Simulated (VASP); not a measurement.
# ZrS2 (P-3m1) in VASP: notebook

The runs below take ZrS2 through relaxation of cell and atoms, with PBE.

Everything below comes from runs of VASP 6.6.1. Logs are shortened: lines on timing, memory, paths and dates and some standing lists are left out, and cuts for length are marked.

## Step 1: The cell of the first run

The structure is trigonal, space group P-3m1 (No. 164). Conventional cell: a = 3.685 Å, b = 3.685 Å, c = 6.758 Å, α = 90.00°, β = 90.00°, γ = 120.00°. Zr (site symmetry -3m) has 6 S at 2.57 Å within 3.4 Å. S (site symmetry 3m) has 3 Zr at 2.57 Å within 3.4 Å.

## Step 2: Relaxation of cell and atoms, PBE

Input file INCAR:

```
SYSTEM = ZrS2
PREC = Accurate
ENCUT = 500
EDIFF = 1E-7
ISMEAR = 0
SIGMA = 0.02
LREAL = .FALSE.
LASPH = .TRUE.
NELM = 120
ALGO = Normal
ISIF = 3
LWAVE = .FALSE.
LCHARG = .FALSE.
GGA = PE
IBRION = 2
NSW = 100
EDIFFG = -0.005
GGA_COMPAT = .FALSE.
NELMIN = 4
```

Input file KPOINTS:

```
Automatic mesh
0
G
  12 12 4
  0 0 0
```

Input file POSCAR:

```
ZrS2
1.0
    3.6852084639      0.0000000000      0.0000000000
   -1.8426042320      3.1914841480      0.0000000000
    0.0000000000      0.0000000000      6.7579069656
Zr S
1 2
Direct
    0.0000000000      0.0000000000      0.0000000000
    0.6666666667      0.3333333333      0.7856835698
    0.3333333333      0.6666666667      0.2143164302
```

Potentials or basis: VASP PAW PBE potentials, release 64 (Zr_sv, S).

On the command line:

```sh
$ cat potpaw_PBE.64/Zr_sv/POTCAR potpaw_PBE.64/S/POTCAR > POTCAR
$ mpirun -np 1 vasp_std > vasp.out
```

OUTCAR:

```text
SYSTEM = ZrS2
   PREC = Accurate
   ENCUT = 500
   EDIFF = 1E-7
   ISMEAR = 0
   LREAL = .FALSE.
   LASPH = .TRUE.
   NELM = 120
   ISIF = 3
   GGA = PE
   IBRION = 2
   NSW = 100
   EDIFFG = -0.005
   NELMIN = 4

 ion  position               nearest neighbor table
   1  0.000  0.000  0.000-   2 2.57   3 2.57   2 2.57   3 2.57   2 2.57   3 2.57
   2  0.667  0.333  0.786-   1 2.57   1 2.57   1 2.57
   3  0.333  0.667  0.214-   1 2.57   1 2.57   1 2.57

  LATTYP: Found a hexagonal cell.
 ALAT       =     3.6852084639
 C/A-ratio  =     1.8337923164

  Lattice vectors:

 A1 = (   3.6852084639,   0.0000000000,   0.0000000000)
 A2 = (  -1.8426042320,   3.1914841480,   0.0000000000)
 A3 = (   0.0000000000,   0.0000000000,   6.7579069656)

Analysis of symmetry for initial positions (statically):
=====================================================================
 Subroutine PRICEL returns:
 Original cell was already a primitive cell.

 Routine SETGRP: Setting up the symmetry group for a
 hexagonal supercell.

 Subroutine GETGRP returns: Found 12 space group operations
 (whereof 12 operations were pure point group operations)
 out of a pool of 24 trial point group operations.

The static configuration has the point symmetry D_3d.

Analysis of symmetry for dynamics (positions and initial velocities):
=====================================================================
 Subroutine PRICEL returns:
 Original cell was already a primitive cell.

 Routine SETGRP: Setting up the symmetry group for a
 hexagonal supercell.

 Subroutine GETGRP returns: Found 12 space group operations
 (whereof 12 operations were pure point group operations)
 out of a pool of 24 trial point group operations.

The dynamic configuration has the point symmetry D_3d.

 Subroutine INISYM returns: Found 12 space group operations
 (whereof 12 operations are pure point group operations),
 and found     1 'primitive' translations

----------------------------------------------------------------------------------------

                                     Primitive cell

  volume of cell :      79.4817

  direct lattice vectors                    reciprocal lattice vectors
     3.685208464  0.000000000  0.000000000     0.271355070  0.156666923  0.000000000
    -1.842604232  3.191484148  0.000000000     0.000000000  0.313333845  0.000000000
     0.000000000  0.000000000  6.757906966     0.000000000  0.000000000  0.147974810
[... 91 lines left out ...]
   NFREE  =      1    steps in history (QN), initial steepest desc. (CG)
   ISIF   =      3    stress and relaxation
   ISYM   =      2    0-nonsym 1-usesym 2-fastsym
   POTIM  = 0.5000    time-step for ionic-motion
   TEBEG  =    0.0;   TEEND  =   0.0 temperature during run
   PSTRESS=    0.0 pullay stress
   NELECT =      24.0000    total number of electrons
   NUPDOWN=      -1.0000    fix difference up-down
   EMIN   =  10.00;   EMAX   =-10.00  energy-range for DOS
   EFERMI =   0.00;   METHOD = LEGACY
   ISMEAR =     0;   SIGMA  =   0.02  broadening in eV -4-tet -1-fermi 0-gaus
   EFERMI_NEDOS =   21; number of points for ismear=-14 and -15
   IALGO  =     38    algorithm
   IMIX   =      4    mixing-type and parameters
     AMIX     =   0.40;   BMIX     =  1.00
     AMIX_MAG =   1.60;   BMIX_MAG =  1.00
  volume/ion in A,a.u.               =      26.49       178.79
  Fermi-wavevector in a.u.,A,eV,Ry     =   1.098305  2.075495 16.412350  1.206274
  Thomas-Fermi vector in A             =   2.234680
   LORBIT       =      0    0 simple, 1 ext, 2 COOP (PROOUT), +10 PAW based schemes
   GGA     = PE    functional components
   LHFCALC =     F    Hartree Fock is set to
   AEXX    =    0.0000 exact exchange contribution
   IVDW    =     0    specifies the selected vdW correction
   LEPSILON=     F    determine dielectric tensor
   LRPA    =     F    only Hartree local field effects (RPA)
 conjugate gradient relaxation of ions
 non-spin polarized calculation
 Gauss-broadening in eV      SIGMA  =   0.02
  energy-cutoff  :      500.00
  volume of cell :       79.48
 maximum number of plane-waves:      2064
 NGX is ok and might be reduce to    28
   NGX = 13   NGY = 13   NGZ = 25

--------------------------------------- Ionic step        1  -------------------------------------------

 number of electron      24.0000001 magnetization

 Free energy of the ion-electron system (eV)
  ---------------------------------------------------
  ext. energy  EPLUGINS =         0.00000000
  ---------------------------------------------------
  free energy    TOTEN  =       -21.44275927 eV

  energy without entropy =      -21.44275927  energy(sigma->0) =      -21.44275927

------------------------ aborting loop because EDIFF is reached ----------------------------------------

  FORCE on cell =-STRESS in cart. coord.  units (eV):
  Direction    XX          YY          ZZ          XY          YZ          ZX
  --------------------------------------------------------------------------------------
  -------------------------------------------------------------------------------------
  Total       -0.0211822     -0.0211822      0.0023123      0.0000000      0.0000000      0.0000000
  in kB       -0.4269864     -0.4269864      0.0466108      0.0000000      0.0000000      0.0000000
  external PRESSURE =      -0.2691206 kB  Pullay stress =       0.0000000 kB
[... 98 lines left out ...]
--------------------------------------- Ionic step        4  -------------------------------------------

 number of electron      24.0000001 magnetization

 Free energy of the ion-electron system (eV)
  ---------------------------------------------------
  ext. energy  EPLUGINS =         0.00000000
  ---------------------------------------------------
  free energy    TOTEN  =       -21.44278050 eV

  energy without entropy =      -21.44278050  energy(sigma->0) =      -21.44278050

 E-fermi :   3.1642     XC(G=0):  -8.6480

 val. band max:        2.9467471815   @ k =   0.0000   0.0000   0.0000
 cond. band min:       4.0719183971   @ k =   0.5000   0.0000   0.5000
 fundamental gap:      1.1251712156
 Fermi energy:         3.1641657083

 k-point     1 :       0.0000    0.0000    0.0000
  band No.  band energies     occupation
      1     -45.9497      2.00000
      2     -24.0036      2.00000
      3     -23.8546      2.00000
      4     -23.8546      2.00000
      5      -9.4274      2.00000
      6      -8.2295      2.00000
[... 433 lines left out ...]
      3     -23.9178      2.00000
      4     -23.8682      2.00000
      5      -9.1442      2.00000
      6      -8.3035      2.00000
[... 8 lines left out ...]
     15       5.9801      0.00000
     16       7.4190      0.00000

 [... further k-points ...]
[... 5 lines left out ...]
  --------------------------------------------------------------------------------------
  -------------------------------------------------------------------------------------
  Total        0.0027150      0.0027150     -0.0139854     -0.0000000      0.0000000      0.0000000
  in kB        0.0547757      0.0547757     -0.2821573     -0.0000000      0.0000000      0.0000000
  external PRESSURE =      -0.0575353 kB  Pullay stress =       0.0000000 kB
[... 18 lines left out ...]
  FREE ENERGIE OF THE ION-ELECTRON SYSTEM (eV)
  ---------------------------------------------------
  free  energy   TOTEN  =       -21.4427804984 eV

  energy  without entropy=      -21.4427804984  energy(sigma->0) =      -21.44278050

 reached required accuracy - stopping structural energy minimisation
```

OSZICAR:

```text
N       E                     dE             d eps       ncg     rms          rms(c)
DAV:   1     0.182524314105E+03    0.18252E+03   -0.11681E+04  2208   0.132E+03
DAV:   2    -0.125203984068E+02   -0.19504E+03   -0.19241E+03  2880   0.309E+02
DAV:   3    -0.232638975639E+02   -0.10743E+02   -0.10727E+02  3872   0.707E+01
[... 33 lines left out ...]
DAV:   1    -0.214427793671E+02   -0.54083E-05   -0.86251E-04  2208   0.185E-01    0.217E-02
DAV:   2    -0.214427812678E+02   -0.19007E-05   -0.43965E-05  3016   0.405E-02    0.834E-03
DAV:   3    -0.214427808412E+02    0.42655E-06   -0.10459E-06  2944   0.688E-03    0.610E-03
DAV:   4    -0.214427805851E+02    0.25617E-06   -0.33523E-07  2568   0.398E-03    0.166E-03
DAV:   5    -0.214427804984E+02    0.86655E-07   -0.49033E-08  1256   0.168E-03
   4 F= -.21442780E+02 E0= -.21442780E+02  d E =-.651163E-05
```

Run time: 1.7 min. Hardware: 1 thread of Intel Xeon 6975P-C (Granite Rapids), shared host; peak memory 0.24 GiB.

What came out:

```yaml
Free_energy: -21.4428 eV
Relaxed_volume: 26.47 Å³/atom
Relaxed_cell: a = 3.683 Å, b = 3.683 Å, c = 6.759 Å, α = 90.00°, β = 90.00°, γ = 120.00°
Space_group_after_relaxing_to_0.05_Å: P-3m1 (No. 164)
Energy_gained_by_relaxing: 0.0 meV/atom
Ionic_steps: 4
Pressure_after_relaxing: 0.0 GPa
Band_gap_on_the_k_mesh: 1.13 eV, indirect (least direct gap 1.69 eV)
```

Forces in eV/Å, atoms in the order of the input:
```
Zr   0.000  0.000  0.000
S    0.000  0.000 -0.002
S    0.000  0.000  0.002
```

Final structure:
```
Zr S
1.0
     3.68331    0.00000    0.00000
    -1.84165    3.18984    0.00000
     0.00000    0.00000    6.75908
Zr S
1 2
Direct
  0.00000 0.00000 0.00000
  0.66667 0.33333 0.78551
  0.33333 0.66667 0.21449
```

Caveat: this functional lacks dispersion, which binds the layers, so the pressure and a relaxed spacing across them are unreliable. A k mesh can miss the band edges.

## Step 3: Relaxation of cell and atoms, PBE

INCAR is that of step 2.

KPOINTS is that of step 2.

Input file POSCAR:

```
ZrS2
1.0
    3.6852084581      0.0000000000      0.0000000000
   -1.8426042291      3.1914841430      0.0000000000
    0.0000000000      0.0000000000      6.7579067820
Zr S
1 2
Direct
    0.0000000000      0.0000000000      0.0000000000
    0.6666666667      0.3333333333      0.7856835638
    0.3333333333      0.6666666667      0.2143164362
```

Potentials or basis: VASP PAW PBE potentials, release 64 (Zr_sv, S).

On the command line:

```sh
$ cat potpaw_PBE.64/Zr_sv/POTCAR potpaw_PBE.64/S/POTCAR > POTCAR
$ mpirun -np 1 vasp_std > vasp.out
```

Run time: 2 min. Hardware: 1 thread of Intel Xeon 6975P-C (Granite Rapids), shared host; peak memory 0.23 GiB.

The run converged. Its results:

| Property | Result |
| --- | --- |
| Free energy | -21.4428 eV |
| Relaxed volume | 26.47 Å³/atom |
| Relaxed cell | a = 3.683 Å, b = 3.683 Å, c = 6.759 Å, α = 90.00°, β = 90.00°, γ = 120.00° |
| Space group after relaxing (to 0.05 Å) | P-3m1 (No. 164) |
| Energy gained by relaxing | 0.0 meV/atom |
| Ionic steps | 4 |
| Pressure after relaxing | 0.0 GPa |
| Band gap on the k mesh | 1.13 eV, indirect (least direct gap 1.69 eV) |

Forces in eV/Å, atoms in the order of the input:
```
Zr   0.000  0.000  0.000
S    0.000  0.000 -0.002
S    0.000  0.000  0.002
```

Final structure:
```
Zr S
1.0
     3.68331    0.00000    0.00000
    -1.84165    3.18984    0.00000
     0.00000    0.00000    6.75908
Zr S
1 2
Direct
  0.00000 0.00000 0.00000
  0.66667 0.33333 0.78551
  0.33333 0.66667 0.21449
```

Levels at points of the mesh, in eV from the valence-band top:
| k point | band 9 | band 10 | band 11 | band 12 | band 13 | band 14 | band 15 | band 16 |
| --- | --- | --- | --- | --- | --- | --- | --- | --- |
| (0.00, 0.00, 0.00) | -2.60 | -0.40 | 0.00 | 0.00 | 1.69 | 1.69 | 2.49 | 5.18 |
| (0.50, 0.00, 0.00) | -2.36 | -2.21 | -1.30 | -0.96 | 1.23 | 3.37 | 3.65 | 5.64 |
| (0.00, 0.00, 0.50) | -2.60 | -1.16 | -0.02 | -0.02 | 1.68 | 1.68 | 2.76 | 5.26 |
| (0.50, 0.00, 0.50) | -2.38 | -2.18 | -0.96 | -0.91 | 1.13 | 3.36 | 3.65 | 5.51 |

Caveat: this functional lacks dispersion, which binds the layers, so the pressure and a relaxed spacing across them are unreliable. A k mesh can miss the band edges.
